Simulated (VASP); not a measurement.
# Mg7O (I-43m) in VASP: notebook

Mg7O is run at these levels: PBE; tasks: single point, relaxation of cell and atoms.

Everything below comes from runs of VASP 6.6.1. Logs are shortened: lines on timing, memory, paths and dates and some standing lists are left out, and cuts for length are marked.

## 1. The cell of the first run

Symmetry: I-43m, No. 217, cubic system. Conventional cell: a = 7.172 Å, b = 7.172 Å, c = 7.172 Å, α = 90.00°, β = 90.00°, γ = 90.00°. Within 3.9 Å of Mg (site symmetry -42m) lie 12 Mg at 2.93 to 3.62 Å and 2 O at 3.59 Å. Within 2.7 Å of Mg (site symmetry 3m) lie 1 O at 2.01 Å. O (site symmetry -43m) has 4 Mg at 2.01 Å within 2.7 Å.

The cell was built from a structure type or drawn by symmetry, and may not be a known phase.

## 2. Single point, PBE, collinear spin, ferromagnetic start

INCAR reads:

```
PREC = Accurate ; ENCUT = 520
EDIFF = 1E-6 ; ISMEAR = 0
SIGMA = 0.1 ; LREAL = F
LASPH = T ; NELM = 150
ALGO = Normal ; ISIF = 2
LWAVE = F ; LCHARG = F
ISPIN = 2 ; MAGMOM = 0 0 0 0 0 0 0 1
LORBIT = 11 ; GGA = PE
NBANDS = 24
```

KPOINTS reads:

```
Automatic mesh
0
Gamma
  4 4 4
```

POSCAR reads:

```
Mg7O
1.0
   -3.5857916433      3.5857916433      3.5857916433
    3.5857916433     -3.5857916433      3.5857916433
    3.5857916433      3.5857916433     -3.5857916433
Mg O
7 1
Direct
    0.0000000000      0.5000000000      0.5000000000
    0.5000000000      0.0000000000      0.5000000000
    0.5000000000      0.5000000000      0.0000000000
    0.3237156114      0.3237156114      0.3237156114
    0.0000000000      0.0000000000      0.6762843886
    0.0000000000      0.6762843886      0.0000000000
    0.6762843886      0.0000000000      0.0000000000
    0.0000000000      0.0000000000      0.0000000000
```

Potentials or basis: VASP PAW PBE potentials, release 64 (Mg, O).

Command:

```
$ cat potpaw_PBE.64/Mg/POTCAR potpaw_PBE.64/O/POTCAR > POTCAR
$ mpirun -np 1 vasp_std > vasp.out
```

OUTCAR:

```text
PREC = Accurate
   ENCUT = 520
   EDIFF = 1E-6
   ISMEAR = 0
   LREAL = F
   LASPH = T
   NELM = 150
   ISIF = 2
   ISPIN = 2
   LORBIT = 11
   GGA = PE

 ion  position               nearest neighbor table
   1  0.000  0.500  0.500-   4 2.93   5 2.93   6 2.93   7 2.93   2 3.59   3 3.59   3 3.59   2 3.59
                             7 3.62   4 3.62   6 3.62   5 3.62
   2  0.500  0.000  0.500-   4 2.93   5 2.93   7 2.93   6 2.93   1 3.59   3 3.59   3 3.59   1 3.59
                             6 3.62   5 3.62   7 3.62   4 3.62
   3  0.500  0.500  0.000-   4 2.93   6 2.93   7 2.93   5 2.93   1 3.59   2 3.59   1 3.59   2 3.59
                             5 3.62   6 3.62   4 3.62   7 3.62
   4  0.324  0.324  0.324-   8 2.01   2 2.93   3 2.93   1 2.93   5 3.28   6 3.28   7 3.28   2 3.62
                             3 3.62   1 3.62
   5  0.000  0.000  0.676-   8 2.01   3 2.93   1 2.93   2 2.93   4 3.28   6 3.28   7 3.28   1 3.62
                             2 3.62   3 3.62
   6  0.000  0.676  0.000-   8 2.01   2 2.93   1 2.93   3 2.93   4 3.28   5 3.28   7 3.28   3 3.62
                             1 3.62   2 3.62
   7  0.676  0.000  0.000-   8 2.01   1 2.93   2 2.93   3 2.93   4 3.28   5 3.28   6 3.28   3 3.62
                             2 3.62   1 3.62
   8  0.000  0.000  0.000-   4 2.01   5 2.01   6 2.01   7 2.01

  LATTYP: Found a body centered cubic cell.
 ALAT       =     7.1715832866

  Lattice vectors:

 A1 = (  -3.5857916433,   3.5857916433,   3.5857916433)
 A2 = (   3.5857916433,  -3.5857916433,   3.5857916433)
 A3 = (   3.5857916433,   3.5857916433,  -3.5857916433)

Analysis of symmetry for initial positions (statically):
=====================================================================
 Subroutine PRICEL returns:
 Original cell was already a primitive cell.

 Routine SETGRP: Setting up the symmetry group for a
 body centered cubic supercell.

 Subroutine GETGRP returns: Found 24 space group operations
 (whereof 24 operations were pure point group operations)
 out of a pool of 48 trial point group operations.

The static configuration has the point symmetry T_d .

Analysis of symmetry for dynamics (positions and initial velocities):
=====================================================================
 Subroutine PRICEL returns:
 Original cell was already a primitive cell.

 Routine SETGRP: Setting up the symmetry group for a
 body centered cubic supercell.

 Subroutine GETGRP returns: Found 24 space group operations
 (whereof 24 operations were pure point group operations)
 out of a pool of 48 trial point group operations.

The dynamic configuration has the point symmetry T_d .

Analysis of structural, dynamic, and magnetic symmetry:
=====================================================================
 Subroutine PRICEL returns:
[... 156 lines left out ...]

 val. band max:        2.0032770560   @ k =   0.0000   0.0000   0.0000
 cond. band min:       2.4003886596   @ k =   0.2500   0.0000   0.0000
 fundamental gap:      0.3971116036
 Fermi energy:         2.3740910091

 spin component 1

 k-point     1 :       0.0000    0.0000    0.0000
  band No.  band energies     occupation
      1     -16.3877      1.00000
      2      -3.6992      1.00000
      3      -2.6628      1.00000
      4      -2.6628      1.00000
      5      -2.6628      1.00000
      6       1.3312      1.00000
[... 189 lines left out ...]
     21       8.4694      0.00000
     22       8.4694      0.00000
 Fermi energy:         2.3740910091

 spin component 2

 k-point     1 :       0.0000    0.0000    0.0000
  band No.  band energies     occupation
      1     -16.3878      1.00000
      2      -3.6992      1.00000
      3      -2.6628      1.00000
      4      -2.6628      1.00000
      5      -2.6628      1.00000
      6       1.3312      1.00000
[... 189 lines left out ...]
     21       8.4695      0.00000
     22       8.4695      0.00000
 [bands above 22 left out]

------------------------ aborting loop because EDIFF is reached ----------------------------------------

  FORCE on cell =-STRESS in cart. coord.  units (eV):
  Direction    XX          YY          ZZ          XY          YZ          ZX
  --------------------------------------------------------------------------------------
  -------------------------------------------------------------------------------------
  Total        0.2403763      0.2403763      0.2403763     -0.0000000      0.0000000     -0.0000000
  in kB        2.0882718      2.0882718      2.0882718     -0.0000000      0.0000000     -0.0000000
  external PRESSURE =       2.0882718 kB  Pullay stress =       0.0000000 kB

 VOLUME and BASIS-vectors are now :
 -----------------------------------------------------------------------------
  energy-cutoff  :      520.00
  volume of cell :      184.42
      direct lattice vectors                 reciprocal lattice vectors
    -3.585791643  3.585791643  3.585791643     0.000000000  0.139439223  0.139439223
     3.585791643 -3.585791643  3.585791643     0.139439223  0.000000000  0.139439223
     3.585791643  3.585791643 -3.585791643     0.139439223  0.139439223  0.000000000

 POSITION                                       TOTAL-FORCE (eV/Angst)
 -----------------------------------------------------------------------------------
      3.58579      0.00000      0.00000         0.000000      0.000000     -0.000000
      0.00000      3.58579      0.00000         0.000000     -0.000000     -0.000000
      0.00000      0.00000      3.58579         0.000000     -0.000000     -0.000000
      1.16078      1.16078      1.16078        -0.005211     -0.005211     -0.005211
      2.42501      2.42501     -2.42501         0.005211      0.005211     -0.005211
      2.42501     -2.42501      2.42501         0.005211     -0.005211      0.005211
     -2.42501      2.42501      2.42501        -0.005211      0.005211      0.005211
      0.00000      0.00000      0.00000         0.000000     -0.000000     -0.000000
 -----------------------------------------------------------------------------------
    total drift:                                0.000003      0.000003      0.000003

  FREE ENERGIE OF THE ION-ELECTRON SYSTEM (eV)
  ---------------------------------------------------
  free  energy   TOTEN  =       -17.8384954809 eV

  energy  without entropy=      -17.8191830541  energy(sigma->0) =      -17.82883927

 total charge

# of ion       s       p       d       tot
------------------------------------------
    1        0.241   0.107   0.008   0.355
    2        0.241   0.107   0.008   0.355
    3        0.241   0.107   0.008   0.355
    4        0.207   0.119   0.026   0.352
    5        0.207   0.119   0.026   0.352
    6        0.207   0.119   0.026   0.352
    7        0.207   0.119   0.026   0.352
    8        1.571   3.480   0.000   5.051
--------------------------------------------------
tot          3.121   4.275   0.128   7.524

 magnetization (x)

# of ion       s       p       d       tot
------------------------------------------
    1        0.000   0.000   0.000   0.000
    2        0.000   0.000   0.000   0.000
    3        0.000   0.000   0.000   0.000
    4        0.000  -0.000   0.000   0.000
    5        0.000  -0.000   0.000   0.000
    6        0.000  -0.000   0.000   0.000
    7        0.000  -0.000   0.000   0.000
    8       -0.000  -0.000   0.000  -0.000
--------------------------------------------------
tot          0.000  -0.000   0.000  -0.000
```

OSZICAR:

```text
N       E                     dE             d eps       ncg     rms          rms(c)
DAV:   1     0.441037477391E+02    0.44104E+02   -0.58221E+03   768   0.604E+02
DAV:   2    -0.124896705251E+02   -0.56593E+02   -0.52847E+02  1000   0.956E+01
DAV:   3    -0.207878110861E+02   -0.82981E+01   -0.82192E+01  1000   0.326E+01
DAV:   4    -0.208645092858E+02   -0.76698E-01   -0.76673E-01   864   0.353E+00
DAV:   5    -0.208649619305E+02   -0.45264E-03   -0.45264E-03  1008   0.309E-01    0.112E+01
DAV:   6    -0.180030431453E+02    0.28619E+01   -0.15324E+01   832   0.174E+01    0.431E+00
DAV:   7    -0.178931379696E+02    0.10991E+00   -0.78206E-01   808   0.480E+00    0.185E+00
DAV:   8    -0.178343102413E+02    0.58828E-01   -0.25627E-01   896   0.267E+00    0.491E-01
DAV:   9    -0.178384300194E+02   -0.41198E-02   -0.22975E-02   920   0.651E-01    0.190E-01
DAV:  10    -0.178384034129E+02    0.26607E-04   -0.78545E-04   936   0.161E-01    0.109E-01
DAV:  11    -0.178385020778E+02   -0.98665E-04   -0.67041E-04   912   0.119E-01    0.391E-02
DAV:  12    -0.178384961985E+02    0.58792E-05   -0.21102E-04   984   0.903E-02    0.195E-02
DAV:  13    -0.178384952175E+02    0.98104E-06   -0.40490E-05   888   0.331E-02    0.106E-02
DAV:  14    -0.178384989963E+02   -0.37788E-05   -0.53097E-05   984   0.368E-02    0.150E-02
DAV:  15    -0.178384952090E+02    0.37873E-05   -0.15959E-05   952   0.230E-02    0.155E-03
DAV:  16    -0.178384954809E+02   -0.27184E-06   -0.21422E-06   720   0.650E-03
   1 F= -.17838495E+02 E0= -.17828839E+02  d E =-.193124E-01  mag=     0.0000
```

It took 87 s on 1 thread of Intel Xeon Platinum 8488C (Sapphire Rapids), shared host; peak memory 0.41 GiB.

What came out:

* Free energy: -17.8385 eV
* Pressure: 0.2 GPa
* Largest force: 0.009 eV/Å
* Band gap on the k mesh: zero (filled and empty bands overlap)
* Net moment: 0.00 μB per cell
* Valence electrons inside the program's atomic spheres: Mg 0.35; O 5.05

Forces in eV/Å, atoms in the order of the input:
```
Mg   0.000  0.000  0.000
Mg   0.000  0.000  0.000
Mg   0.000  0.000  0.000
Mg  -0.005 -0.005 -0.005
Mg   0.005  0.005 -0.005
Mg   0.005 -0.005  0.005
Mg  -0.005  0.005  0.005
O    0.000  0.000  0.000
```

Levels at points of the mesh, in eV from the Fermi level:
Spin up:
```csv
k point,band 8,band 9,band 10,band 11,band 12,band 13
"(0.00, 0.00, 0.00)",-0.87,-0.87,-0.87,-0.37,-0.37,-0.37
"(0.50, 0.00, 0.00)",-1.80,-1.38,-0.87,0.09,1.09,1.49
"(0.50, 0.50, 0.50)",-2.42,-2.42,-1.91,1.90,1.90,1.90
```
Spin down:
| k point | band 6 | band 7 | band 8 | band 9 | band 10 | band 11 | band 12 | band 13 | band 14 | band 15 |
| --- | --- | --- | --- | --- | --- | --- | --- | --- | --- | --- |
| (0.00, 0.00, 0.00) | -1.04 | -1.04 | -0.87 | -0.87 | -0.87 | -0.37 | -0.37 | -0.37 | 0.45 | 0.45 |
| (0.50, 0.00, 0.00) | -3.65 | -2.03 | -1.80 | -1.38 | -0.87 | 0.09 | 1.09 | 1.49 | 1.67 | 2.47 |
| (0.50, 0.50, 0.50) | -3.77 | -2.42 | -2.42 | -2.42 | -1.91 | 1.90 | 1.90 | 1.90 | 2.39 | 2.39 |

## 3. Relaxation of cell and atoms, PBE

INCAR reads:

```
SYSTEM = Mg7O
ALGO = Normal
EDIFF = 1E-6
EDIFFG = -0.01
ENCUT = 600
GGA = PE
IBRION = 2
ISIF = 3
ISMEAR = 0
LASPH = .TRUE.
LCHARG = .FALSE.
LREAL = .FALSE.
LWAVE = .FALSE.
NELM = 60
NSW = 100
PREC = Accurate
SIGMA = 0.1
```

KPOINTS reads:

```
k-points
0
G
  8 8 8
  0 0 0
```

POSCAR is that of step 2.

Potentials or basis: VASP PAW PBE potentials, release 64 (Mg, O).

Command:

```
$ cat potpaw_PBE.64/Mg/POTCAR potpaw_PBE.64/O/POTCAR > POTCAR
$ mpirun -np 1 vasp_std > vasp.out
```

OUTCAR:

```text
SYSTEM = Mg7O
   EDIFF = 1E-6
   EDIFFG = -0.01
   ENCUT = 600
   GGA = PE
   IBRION = 2
   ISIF = 3
   ISMEAR = 0
   LASPH = .TRUE.
   LREAL = .FALSE.
   NELM = 60
   NSW = 100
   PREC = Accurate

 ion  position               nearest neighbor table
   1  0.000  0.500  0.500-   4 2.93   5 2.93   6 2.93   7 2.93   2 3.59   3 3.59   3 3.59   2 3.59
                             7 3.62   4 3.62   6 3.62   5 3.62
   2  0.500  0.000  0.500-   4 2.93   5 2.93   7 2.93   6 2.93   1 3.59   3 3.59   3 3.59   1 3.59
                             6 3.62   5 3.62   7 3.62   4 3.62
   3  0.500  0.500  0.000-   4 2.93   6 2.93   7 2.93   5 2.93   1 3.59   2 3.59   1 3.59   2 3.59
                             5 3.62   6 3.62   4 3.62   7 3.62
   4  0.324  0.324  0.324-   8 2.01   2 2.93   3 2.93   1 2.93   5 3.28   6 3.28   7 3.28   2 3.62
                             3 3.62   1 3.62
   5  0.000  0.000  0.676-   8 2.01   3 2.93   1 2.93   2 2.93   4 3.28   6 3.28   7 3.28   1 3.62
                             2 3.62   3 3.62
   6  0.000  0.676  0.000-   8 2.01   2 2.93   1 2.93   3 2.93   4 3.28   5 3.28   7 3.28   3 3.62
                             1 3.62   2 3.62
   7  0.676  0.000  0.000-   8 2.01   1 2.93   2 2.93   3 2.93   4 3.28   5 3.28   6 3.28   3 3.62
                             2 3.62   1 3.62
   8  0.000  0.000  0.000-   4 2.01   5 2.01   6 2.01   7 2.01

  LATTYP: Found a body centered cubic cell.
 ALAT       =     7.1715832866

  Lattice vectors:

 A1 = (  -3.5857916433,   3.5857916433,   3.5857916433)
 A2 = (   3.5857916433,  -3.5857916433,   3.5857916433)
 A3 = (   3.5857916433,   3.5857916433,  -3.5857916433)

Analysis of symmetry for initial positions (statically):
=====================================================================
 Subroutine PRICEL returns:
 Original cell was already a primitive cell.

 Routine SETGRP: Setting up the symmetry group for a
 body centered cubic supercell.

 Subroutine GETGRP returns: Found 24 space group operations
 (whereof 24 operations were pure point group operations)
 out of a pool of 48 trial point group operations.

The static configuration has the point symmetry T_d .

Analysis of symmetry for dynamics (positions and initial velocities):
[... 171 lines left out ...]
  free energy    TOTEN  =       -17.76294973 eV

  energy without entropy =      -17.74620714  energy(sigma->0) =      -17.75457843

------------------------ aborting loop because EDIFF is reached ----------------------------------------

  FORCE on cell =-STRESS in cart. coord.  units (eV):
  Direction    XX          YY          ZZ          XY          YZ          ZX
  --------------------------------------------------------------------------------------
  -------------------------------------------------------------------------------------
  Total        0.2423577      0.2423577      0.2423577      0.0000000      0.0000000      0.0000000
  in kB        2.1054859      2.1054859      2.1054859      0.0000000      0.0000000      0.0000000
  external PRESSURE =       2.1054859 kB  Pullay stress =       0.0000000 kB
[... 281 lines left out ...]
--------------------------------------- Ionic step        8  -------------------------------------------

 number of electron      20.0000005 magnetization

 Free energy of the ion-electron system (eV)
  ---------------------------------------------------
  ext. energy  EPLUGINS =         0.00000000
  ---------------------------------------------------
  free energy    TOTEN  =       -17.76379423 eV

  energy without entropy =      -17.74728460  energy(sigma->0) =      -17.75553941

 E-fermi :   2.1213     XC(G=0):  -8.2150

 val. band max:        2.0708946800   @ k =  -0.3750   0.3750   0.2500
 cond. band min:       2.1227297494   @ k =   0.1250   0.1250   0.1250
 fundamental gap:      0.0518350694
 Fermi energy:         2.1213477031

 k-point     1 :       0.0000    0.0000    0.0000
  band No.  band energies     occupation
      1     -16.4441      2.00000
      2      -3.7076      2.00000
      3      -2.7132      2.00000
      4      -2.7132      2.00000
      5      -2.7132      2.00000
      6       1.2905      2.00000
      7       1.2905      2.00000
      8       1.4840      2.00000
      9       1.4840      2.00000
     10       1.4840      2.00000
     11       1.9665      1.97143
     12       1.9665      1.97143
     13       1.9665      1.97143
     14       2.7735      0.00000
[... 401 lines left out ...]
      2      -3.3521      2.00000
      3      -2.9003      2.00000
      4      -2.8901      2.00000
      5      -1.8323      2.00000
      6      -1.0709      2.00000
      7      -0.2344      2.00000
      8       0.1086      2.00000
      9       0.6091      2.00000
     10       2.0709      1.52447
     11       2.5272      0.00000
     12       2.7556      0.00000
     13       3.6773      0.00000
     14       3.9977      0.00000
     15       5.5348      0.00000

 [... further k-points ...]

------------------------ aborting loop because EDIFF is reached ----------------------------------------

  FORCE on cell =-STRESS in cart. coord.  units (eV):
  Direction    XX          YY          ZZ          XY          YZ          ZX
  --------------------------------------------------------------------------------------
  -------------------------------------------------------------------------------------
  Total       -0.0081363     -0.0081363     -0.0081363      0.0000000      0.0000000     -0.0000000
  in kB       -0.0701498     -0.0701498     -0.0701498      0.0000000      0.0000000     -0.0000000
  external PRESSURE =      -0.0701498 kB  Pullay stress =       0.0000000 kB
[... 23 lines left out ...]
  FREE ENERGIE OF THE ION-ELECTRON SYSTEM (eV)
  ---------------------------------------------------
  free  energy   TOTEN  =       -17.7637942269 eV

  energy  without entropy=      -17.7472845968  energy(sigma->0) =      -17.75553941

 reached required accuracy - stopping structural energy minimisation
```

It took 5.2 min on 1 thread of Intel Xeon Platinum 8488C (Sapphire Rapids), shared host; peak memory 0.42 GiB.

Results:

```yaml
Free_energy: -17.7638 eV
Relaxed_volume: 23.23 Å³/atom
Relaxed_cell: a = 6.227 Å, b = 6.227 Å, c = 6.227 Å, α = 109.47°, β = 109.47°, γ = 109.47°
Space_group_after_relaxing_to_0.1_Å: I-43m (No. 217)
Energy_gained_by_relaxing: 0.1 meV/atom
Ionic_steps: 8
Pressure_after_relaxing: 0.0 GPa
Largest_force_after_relaxing: 0.005 eV/Å
Band_gap_on_the_k_mesh: zero (bands 10 and 11 overlap by 1.05 eV)
```

Forces in eV/Å, atoms in the order of the input:
```
Mg   0.000  0.000  0.000
Mg   0.000  0.000  0.000
Mg   0.000  0.000  0.000
Mg  -0.003 -0.003 -0.003
Mg   0.003  0.003 -0.003
Mg   0.003 -0.003  0.003
Mg  -0.003  0.003  0.003
O    0.000  0.000  0.000
```

Step by step:
```csv
step,energy change (eV),largest force (eV/Å),pressure (GPa),volume (Å³)
1,0.0000,0.0190,0.21,184.42
2,-0.0007,0.0126,0.04,185.23
3,-0.0007,0.0182,0.03,185.37
4,-0.0006,0.0281,-0.04,185.64
5,-0.0007,0.0193,0.00,185.41
6,-0.0007,0.0187,0.01,185.39
7,-0.0007,0.0156,0.02,185.50
8,-0.0008,0.0046,-0.01,185.83
```

Final structure:
```
Mg O
1.0
    -3.59488    3.59488    3.59488
     3.59488   -3.59488    3.59488
     3.59488    3.59488   -3.59488
Mg O
7 1
Cartesian
  3.5949 0.0000 0.0000
  0.0000 3.5949 0.0000
  3.5949 3.5949 0.0000
  1.1623 1.1623 1.1623
  -1.1623 6.0274 1.1623
  2.4326 -2.4326 2.4326
  -2.4326 2.4326 2.4326
  3.5949 3.5949 -3.5949
```
